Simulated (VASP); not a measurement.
# SnSe2 (P-3m1) in VASP: a series of runs

The runs below take SnSe2 through single point, with PBEsol.

Program: VASP 6.6.1. These are calculated values, not measurements. Logs are shortened: lines on timing, memory, paths and dates and some standing lists are left out, and cuts for length are marked.

**1. The cell of the first run**

It takes space group P-3m1 (No. 164, trigonal). The conventional cell has a = 3.811 Å, b = 3.811 Å, c = 6.136 Å, α = 90.00°, β = 90.00°, γ = 120.00°. Within 3.5 Å of Sn (site symmetry -3m) lie 6 Se at 2.68 Å. Within 3.5 Å of Se (site symmetry 3m) lie 3 Sn at 2.68 Å.

**2. Single point, PBEsol**

INCAR reads:

```
PREC = Accurate ; ENCUT = 500
EDIFF = 1E-6 ; ISMEAR = 0
SIGMA = 0.01 ; LREAL = F
LASPH = T ; NELM = 120
ALGO = Normal ; ISIF = 2
LWAVE = F ; LCHARG = F
GGA = PS ; NBANDS = 20
GGA_COMPAT = F
```

KPOINTS reads:

```
regular mesh
0
Gamma
  6 6 4
```

POSCAR reads:

```
SnSe2
1.0
    3.8110000000      0.0000000000      0.0000000000
   -1.9055000000      3.3004228100      0.0000000000
    0.0000000000      0.0000000000      6.1360000000
Sn Se
1 2
Direct
    0.0000000000      0.0000000000      0.0000000000
    0.3333333333      0.6666666667      0.2490000000
    0.6666666667      0.3333333333      0.7510000000
```

Potentials or basis: VASP PAW PBE potentials, release 64 (Sn_d, Se).

On the command line:

```console
$ cat potpaw_PBE.64/Sn_d/POTCAR potpaw_PBE.64/Se/POTCAR > POTCAR
$ mpirun -np 1 vasp_std > vasp.out
```

OUTCAR:

```text
PREC = Accurate
   ENCUT = 500
   EDIFF = 1E-6
   ISMEAR = 0
   LREAL = F
   LASPH = T
   NELM = 120
   ISIF = 2
   GGA = PS

 ion  position               nearest neighbor table
   1  0.000  0.000  0.000-   2 2.68   3 2.68   3 2.68   2 2.68   3 2.68   2 2.68
   2  0.333  0.667  0.249-   1 2.68   1 2.68   1 2.68
   3  0.667  0.333  0.751-   1 2.68   1 2.68   1 2.68

  LATTYP: Found a hexagonal cell.
 ALAT       =     3.8110000000
 C/A-ratio  =     1.6100760955

  Lattice vectors:

 A1 = (   3.8110000000,   0.0000000000,   0.0000000000)
 A2 = (  -1.9055000000,   3.3004228100,   0.0000000000)
 A3 = (   0.0000000000,   0.0000000000,   6.1360000000)

Analysis of symmetry for initial positions (statically):
=====================================================================
 Subroutine PRICEL returns:
 Original cell was already a primitive cell.

 Routine SETGRP: Setting up the symmetry group for a
 hexagonal supercell.

 Subroutine GETGRP returns: Found 12 space group operations
 (whereof 12 operations were pure point group operations)
 out of a pool of 24 trial point group operations.

The static configuration has the point symmetry D_3d.

Analysis of symmetry for dynamics (positions and initial velocities):
=====================================================================
 Subroutine PRICEL returns:
 Original cell was already a primitive cell.

 Routine SETGRP: Setting up the symmetry group for a
 hexagonal supercell.

 Subroutine GETGRP returns: Found 12 space group operations
 (whereof 12 operations were pure point group operations)
 out of a pool of 24 trial point group operations.

The dynamic configuration has the point symmetry D_3d.

 Subroutine INISYM returns: Found 12 space group operations
 (whereof 12 operations are pure point group operations),
 and found     1 'primitive' translations

----------------------------------------------------------------------------------------

                                     Primitive cell

  volume of cell :      77.1781

  direct lattice vectors                    reciprocal lattice vectors
     3.811000000  0.000000000  0.000000000     0.262398321  0.151495741  0.000000000
    -1.905500000  3.300422810  0.000000000     0.000000000  0.302991482  0.000000000
     0.000000000  0.000000000  6.136000000     0.000000000  0.000000000  0.162972621

  length of vectors
     3.811000000  3.810999997  6.136000000     0.302991482  0.302991482  0.162972621

  position of ions in fractional coordinates (direct lattice)
     0.000000000  0.000000000  0.000000000
     0.333333333  0.666666667  0.249000000
     0.666666667  0.333333333  0.751000000

  ion indices of the primitive-cell ions
   primitive index   ion index
                 1           1
                 2           2
                 3           3

----------------------------------------------------------------------------------------

 KPOINTS: regular mesh

Automatic generation of k-mesh.
 Grid dimensions read from file:
 generate k-points for:    6    6    4

 Generating k-lattice:

  Cartesian coordinates                     Fractional coordinates (reciprocal lattice)
     0.043733053  0.025249290  0.000000000     0.166666667  0.000000000  0.000000000
     0.000000000  0.050498580  0.000000000     0.000000000  0.166666667  0.000000000
     0.000000000  0.000000000  0.040743155     0.000000000  0.000000000  0.250000000

  Length of vectors
     0.050498580  0.050498580  0.040743155

  Shift w.r.t. Gamma in fractional coordinates (k-lattice)
     0.000000000  0.000000000  0.000000000

 Subroutine IBZKPT returns following result:
 ===========================================

 Found     24 irreducible k-points:

 Following reciprocal coordinates:
            Coordinates               Weight
  0.000000  0.000000  0.000000      1.000000
  0.166667 -0.000000  0.000000      6.000000
  0.333333 -0.000000  0.000000      6.000000
  0.500000 -0.000000  0.000000      3.000000
  0.166667  0.166667  0.000000      6.000000
  0.333333  0.166667  0.000000     12.000000
[... 16 lines left out ...]
  0.333333  0.166667  0.500000     12.000000
  0.333333  0.333333  0.500000      2.000000
   k-points           NKPTS =     24   k-points in BZ     NKDIM =     24   number of bands    NBANDS=     20
   number of dos      NEDOS =    301   number of ions     NIONS =      3
   total plane-waves  NPLWV =  37632
   dimension x,y,z NGX =    28 NGY =   28 NGZ =   48
   dimension x,y,z NGXF=    56 NGYF=   56 NGZF=   96
   ions per type =               1   2
   NGX,Y,Z   is equivalent  to a cutoff of  12.21, 12.21, 13.00 a.u.
   NGXF,Y,Z  is equivalent  to a cutoff of  24.43, 24.43, 26.01 a.u.
 SYSTEM =  unknown system
   PREC   = accura    normal or accurate (medium, high low for compatibility)
   ISTART =      0    job   : 0-new  1-cont  2-samecut
   ICHARG =      2    charge: 1-file 2-atom 10-const
   ISPIN  =      1    spin polarized calculation?
   LNONCOLLINEAR =      F non collinear calculations
   LSORBIT =      F    spin-orbit coupling
   LASPH  =      T    aspherical Exc in radial PAW
   ENCUT  =  500.0 eV  36.75 Ry    6.06 a.u.   6.95  6.95 11.19*2*pi/ulx,y,z
   NELM   =    120;   NELMIN=  2; NELMDL= -5     # of ELM steps
   EDIFF  = 0.1E-05   stopping-criterion for ELM
   LREAL  =      F    real-space projection
   EDIFFG = 0.1E-04   stopping-criterion for IOM
   NSW    =      0    number of steps for IOM
   IBRION =     -1    ionic relax: 0-MD 1-quasi-New 2-CG
   NFREE  =      0    steps in history (QN), initial steepest desc. (CG)
   ISIF   =      2    stress and relaxation
   ISYM   =      2    0-nonsym 1-usesym 2-fastsym
   POTIM  = 0.5000    time-step for ionic-motion
   TEBEG  =    0.0;   TEEND  =   0.0 temperature during run
   PSTRESS=    0.0 pullay stress
   NELECT =      26.0000    total number of electrons
   NUPDOWN=      -1.0000    fix difference up-down
   EMIN   =  10.00;   EMAX   =-10.00  energy-range for DOS
   EFERMI =   0.00;   METHOD = LEGACY
   ISMEAR =     0;   SIGMA  =   0.01  broadening in eV -4-tet -1-fermi 0-gaus
   EFERMI_NEDOS =   21; number of points for ismear=-14 and -15
   IALGO  =     38    algorithm
   IMIX   =      4    mixing-type and parameters
     AMIX     =   0.40;   BMIX     =  1.00
     AMIX_MAG =   1.60;   BMIX_MAG =  1.00
  volume/ion in A,a.u.               =      25.73       173.61
  Fermi-wavevector in a.u.,A,eV,Ry     =   1.139116  2.152617 17.654722  1.297585
  Thomas-Fermi vector in A             =   2.275820
   LORBIT       =      0    0 simple, 1 ext, 2 COOP (PROOUT), +10 PAW based schemes
   GGA     = PS    functional components
   LHFCALC =     F    Hartree Fock is set to
   AEXX    =    0.0000 exact exchange contribution
   IVDW    =     0    specifies the selected vdW correction
   LEPSILON=     F    determine dielectric tensor
   LRPA    =     F    only Hartree local field effects (RPA)
 non-spin polarized calculation
 Gauss-broadening in eV      SIGMA  =   0.01
  energy-cutoff  :      500.00
  volume of cell :       77.18
 maximum number of plane-waves:      1968
   NGX = 13   NGY = 13   NGZ = 23

 number of electron      26.0000006 magnetization

 Free energy of the ion-electron system (eV)
  ---------------------------------------------------
  ext. energy  EPLUGINS =         0.00000000
  ---------------------------------------------------
  free energy    TOTEN  =       -12.93303790 eV

  energy without entropy =      -12.93303790  energy(sigma->0) =      -12.93303790

 E-fermi :   4.1896     XC(G=0):  -9.6371

 val. band max:        4.0604990286   @ k =   0.0000   0.0000   0.0000
 cond. band min:       4.8002333785   @ k =   0.5000  -0.0000   0.2500
 fundamental gap:      0.7397343500
 Fermi energy:         4.1896025258

 k-point     1 :       0.0000    0.0000    0.0000
  band No.  band energies     occupation
      1     -17.1107      2.00000
      2     -17.1107      2.00000
      3     -17.0724      2.00000
      4     -17.0559      2.00000
      5     -17.0559      2.00000
      6      -9.9722      2.00000
[... 12 lines left out ...]
     19      12.9475      0.00000
     20      12.9475      0.00000

 k-point     2 :       0.1667   -0.0000    0.0000
  band No.  band energies     occupation
      1     -17.1252      2.00000
      2     -17.1022      2.00000
      3     -17.0663      2.00000
      4     -17.0596      2.00000
      5     -17.0531      2.00000
      6      -9.6947      2.00000
[... 12 lines left out ...]
     19      12.2240      0.00000
     20      13.2077      0.00000

 k-point     3 :       0.3333   -0.0000    0.0000
  band No.  band energies     occupation
      1     -17.1572      2.00000
      2     -17.0927      2.00000
      3     -17.0746      2.00000
      4     -17.0431      2.00000
      5     -17.0396      2.00000
      6      -8.9491      2.00000
[... 12 lines left out ...]
     19      12.8743      0.00000
     20      13.7310      0.00000

 k-point     4 :       0.5000   -0.0000    0.0000
  band No.  band energies     occupation
      1     -17.1738      2.00000
      2     -17.0913      2.00000
      3     -17.0794      2.00000
      4     -17.0336      2.00000
      5     -17.0294      2.00000
      6      -8.2926      2.00000
[... 12 lines left out ...]
     19      13.9241      0.00000
     20      14.6084      0.00000

 k-point     5 :       0.1667    0.1667    0.0000
  band No.  band energies     occupation
      1     -17.1421      2.00000
      2     -17.1009      2.00000
      3     -17.0659      2.00000
      4     -17.0580      2.00000
      5     -17.0403      2.00000
      6      -9.1769      2.00000
[... 12 lines left out ...]
     19      10.9532      0.00000
     20      14.1273      0.00000
[... 353 lines left out ...]
      6      -8.1964      2.00000
[... 12 lines left out ...]
     19      13.7731      0.00000
     20      14.6626      0.00000

 k-point    22 :       0.1667    0.1667    0.5000
  band No.  band energies     occupation
      1     -17.1422      2.00000
      2     -17.1009      2.00000
      3     -17.0659      2.00000
      4     -17.0580      2.00000
      5     -17.0403      2.00000
      6      -9.0220      2.00000
[... 12 lines left out ...]
     19      12.0189      0.00000
     20      13.1287      0.00000

 k-point    23 :       0.3333    0.1667    0.5000
  band No.  band energies     occupation
      1     -17.1583      2.00000
      2     -17.1043      2.00000
      3     -17.0700      2.00000
      4     -17.0437      2.00000
      5     -17.0321      2.00000
      6      -8.2646      2.00000
[... 12 lines left out ...]
     19      12.3680      0.00000
     20      13.6274      0.00000

 k-point    24 :       0.3333    0.3333    0.5000
  band No.  band energies     occupation
      1     -17.1337      2.00000
      2     -17.1337      2.00000
      3     -17.0520      2.00000
      4     -17.0520      2.00000
      5     -17.0379      2.00000
      6      -7.8040      2.00000
[... 12 lines left out ...]
     19      12.9863      0.00000
     20      13.0267      0.00000

------------------------ aborting loop because EDIFF is reached ----------------------------------------

  FORCE on cell =-STRESS in cart. coord.  units (eV):
  Direction    XX          YY          ZZ          XY          YZ          ZX
  --------------------------------------------------------------------------------------
  -------------------------------------------------------------------------------------
  Total        1.0136012      1.0136012      1.8345474      0.0000000     -0.0000000     -0.0000000
  in kB       21.0418449     21.0418449     38.0842705      0.0000000     -0.0000000     -0.0000000
  external PRESSURE =      26.7226534 kB  Pullay stress =       0.0000000 kB

 VOLUME and BASIS-vectors are now :
 -----------------------------------------------------------------------------
  energy-cutoff  :      500.00
  volume of cell :       77.18
      direct lattice vectors                 reciprocal lattice vectors
     3.811000000  0.000000000  0.000000000     0.262398321  0.151495741  0.000000000
    -1.905500000  3.300422810  0.000000000     0.000000000  0.302991482  0.000000000
     0.000000000  0.000000000  6.136000000     0.000000000  0.000000000  0.162972621

 POSITION                                       TOTAL-FORCE (eV/Angst)
 -----------------------------------------------------------------------------------
      0.00000      0.00000      0.00000         0.000000      0.000000      0.000000
     -0.00000      2.20028      1.52786        -0.000000      0.000000      0.613583
      1.90550      1.10014      4.60814         0.000000     -0.000000     -0.613583
 -----------------------------------------------------------------------------------
    total drift:                                0.000000      0.000000      0.000000

  FREE ENERGIE OF THE ION-ELECTRON SYSTEM (eV)
  ---------------------------------------------------
  free  energy   TOTEN  =       -12.9330379036 eV

  energy  without entropy=      -12.9330379036  energy(sigma->0) =      -12.93303790
```

It took 42 s on 1 thread of AMD EPYC 7R13, shared host; peak memory 0.2 GiB.

Results:

```yaml
Free_energy: -12.9330 eV
Pressure: 2.7 GPa
Largest_force: 0.614 eV/Å
Band_gap_on_the_k_mesh: 0.74 eV (least direct gap 1.00 eV)
```

Forces in eV/Å, atoms in the order of the input:
```
Sn   0.000  0.000  0.000
Se   0.000  0.000  0.614
Se   0.000  0.000 -0.614
```

Stress tensor (GPa, compression positive):
```
2.10 0.00 0.00
0.00 2.10 0.00
0.00 0.00 3.81
```

Levels at points of the mesh, in eV from the valence-band top:
```
           k point  band 9  band 10  band 11  band 12  band 13  band 14  band 15  band 16  band 17  band 18
(0.00, 0.00, 0.00)   -0.71    -0.71    -0.39    -0.39     0.00     1.00     2.83     4.58     4.58     8.03
(0.50, 0.00, 0.00)   -4.53    -2.94    -2.71    -1.23    -0.30     1.09     3.69     5.33     5.43     7.22
(0.00, 0.00, 0.50)   -2.08    -0.80    -0.80    -0.24    -0.24     2.39     2.80     4.30     4.30     8.05
(0.50, 0.00, 0.50)   -4.98    -2.54    -2.01    -0.86    -0.70     0.81     4.15     4.75     5.74     6.31
```

Caveat: semilocal functionals underestimate gaps, and a narrow one can read as zero; the PAW data sets were made with another functional, which shifts forces and pressure a little; spin-orbit coupling is left out, which moves the levels of the heavy elements; this functional lacks dispersion, which binds layers or chains, so the pressure and a relaxed spacing across them are unreliable.

**3. Single point, PBEsol, non-collinear spin, zero start, spin-orbit coupling**

INCAR reads:

```
SYSTEM = SnSe2
PREC = Accurate
ENCUT = 500
EDIFF = 1E-6
ISMEAR = 0
SIGMA = 0.01
LREAL = .FALSE.
LASPH = .TRUE.
NELM = 200
ALGO = Normal
ISIF = 2
LWAVE = .FALSE.
LCHARG = .TRUE.
MAGMOM = 0 0 0 0 0 0 0 0 0
LORBIT = 11
LSORBIT = .TRUE.
GGA_COMPAT = .FALSE.
LORBMOM = .TRUE.
GGA = PS
LVHAR = .TRUE.
NBANDS = 39
```

KPOINTS reads:

```
Automatic mesh
0
G
  6 6 4
  0 0 0
```

POSCAR is that of step 2.

Potentials or basis: VASP PAW PBE potentials, release 64 (Sn_d, Se).

On the command line:

```console
$ cat potpaw_PBE.64/Sn_d/POTCAR potpaw_PBE.64/Se/POTCAR > POTCAR
$ mpirun -np 1 vasp_ncl > vasp.out
```

OUTCAR:

```text
SYSTEM = SnSe2
   PREC = Accurate
   ENCUT = 500
   EDIFF = 1E-6
   ISMEAR = 0
   LREAL = .FALSE.
   LASPH = .TRUE.
   NELM = 200
   ISIF = 2
   LORBIT = 11
   LSORBIT = .TRUE.
   GGA = PS

 ion  position               nearest neighbor table
   1  0.000  0.000  0.000-   2 2.68   3 2.68   3 2.68   2 2.68   3 2.68   2 2.68
   2  0.333  0.667  0.249-   1 2.68   1 2.68   1 2.68
   3  0.667  0.333  0.751-   1 2.68   1 2.68   1 2.68

  LATTYP: Found a hexagonal cell.
 ALAT       =     3.8110000000
 C/A-ratio  =     1.6100760955

  Lattice vectors:

 A1 = (   3.8110000000,   0.0000000000,   0.0000000000)
 A2 = (  -1.9055000000,   3.3004228100,   0.0000000000)
 A3 = (   0.0000000000,   0.0000000000,   6.1360000000)

Analysis of symmetry for initial positions (statically):
=====================================================================
 Subroutine PRICEL returns:
 Original cell was already a primitive cell.

 Routine SETGRP: Setting up the symmetry group for a
 hexagonal supercell.

 Subroutine GETGRP returns: Found 12 space group operations
[... 1251 lines left out ...]
    -0.0012045    -0.0011966    -0.0036627     0.0000000    -0.0012045
    -0.0048621    -0.0012045     0.0000000    -0.0012045     0.0000000
 l=   3
     0.0000000     0.0000000     0.0000000     0.0000000     0.0000000     0.0000000     0.0000000
     0.0000000     0.0000000     0.0000000     0.0000000     0.0000000     0.0000000     0.0000000
     0.0000000     0.0000000     0.0000000     0.0000000     0.0000000     0.0000000     0.0000000
     0.0000000     0.0000000     0.0000000     0.0000000     0.0000000     0.0000000     0.0000000
[... 29 lines left out ...]
 l=   2
     0.0000000    -0.0000002     0.0000000    -0.0000002    -0.0000027
    -0.0000002     0.0000000     0.0000018     0.0000039    -0.0000002
     0.0000000     0.0000018     0.0000000     0.0000018     0.0000000
    -0.0000002     0.0000039     0.0000018     0.0000000    -0.0000002
    -0.0000027    -0.0000002     0.0000000    -0.0000002     0.0000000
 l=   3
     0.0000000     0.0000000     0.0000000     0.0000000     0.0000000     0.0000000     0.0000000
     0.0000000     0.0000000     0.0000000     0.0000000     0.0000000     0.0000000     0.0000000
     0.0000000     0.0000000     0.0000000     0.0000000     0.0000000     0.0000000     0.0000000
     0.0000000     0.0000000     0.0000000     0.0000000     0.0000000     0.0000000     0.0000000
     0.0000000     0.0000000     0.0000000     0.0000000     0.0000000     0.0000000     0.0000000
     0.0000000     0.0000000     0.0000000     0.0000000     0.0000000     0.0000000     0.0000000
     0.0000000     0.0000000     0.0000000     0.0000000     0.0000000     0.0000000     0.0000000

 total charge

# of ion       s       p       d       tot
------------------------------------------
    1        1.053   1.072  10.118  12.243
    2        1.485   2.318   0.030   3.833
    3        1.485   2.318   0.030   3.833
--------------------------------------------------
tot          4.023   5.708  10.178  19.909

 magnetization (x)

# of ion       s       p       d       tot
------------------------------------------
    1       -0.000   0.000   0.000  -0.000
    2        0.000   0.000  -0.000   0.000
    3        0.000   0.000  -0.000   0.000
--------------------------------------------------
tot          0.000   0.000  -0.000   0.000

 magnetization (y)

# of ion       s       p       d       tot
------------------------------------------
    1        0.000   0.000   0.000   0.000
    2        0.000  -0.000   0.000  -0.000
    3        0.000   0.000   0.000   0.000
--------------------------------------------------
tot          0.000   0.000   0.000   0.000

 magnetization (z)

# of ion       s       p       d       tot
------------------------------------------
    1        0.000  -0.000   0.000  -0.000
    2        0.000   0.000   0.000   0.000
    3        0.000   0.000   0.000   0.000
--------------------------------------------------
tot          0.000  -0.000   0.000  -0.000
```

stdout:

```text
POSCAR found type information on POSCAR SnSe
 POSCAR found :  2 types and       3 ions
 scaLAPACK will be used
 -----------------------------------------------------------------------------
|                                                                             |
|                                                                             |
|     You enforced a specific xc type in the INCAR file but a different       |
|     I HOPE YOU KNOW WHAT YOU ARE DOING!                                     |
|                                                                             |
 -----------------------------------------------------------------------------

 LDA part: xc-table for (Slater+PW92), standard interpolation
 POSCAR, INCAR and KPOINTS ok, starting setup
 FFT: planning ... GRIDC
 FFT: planning ... GRID_SOFT
 FFT: planning ... GRID
 WAVECAR not read
 entering main loop
```

It took 3.9 min on 1 thread of AMD EPYC 7R13, shared host; peak memory 0.38 GiB.

Results:

| Property | Result |
| --- | --- |
| Free energy | -13.0238 eV |
| Pressure | 2.7 GPa |
| Largest force | 0.619 eV/Å |
| Net moment | 0.00 μB per cell |
| Valence electrons inside the program's atomic spheres | Sn 12.24; Se 3.83 |

Forces on the atoms (eV/Å):
```
Sn   0.000  0.000  0.000
Se   0.000  0.000  0.619
Se   0.000  0.000 -0.619
```

Moments on the atoms (μB; x, y, z):
```
Sn  0.00 0.00 0.00
Se  0.00 0.00 0.00
Se  0.00 0.00 0.00
```

Caveat: the PAW data sets were made with another functional, which shifts forces and pressure a little; this functional lacks dispersion, which binds layers or chains, so the pressure and a relaxed spacing across them are unreliable.
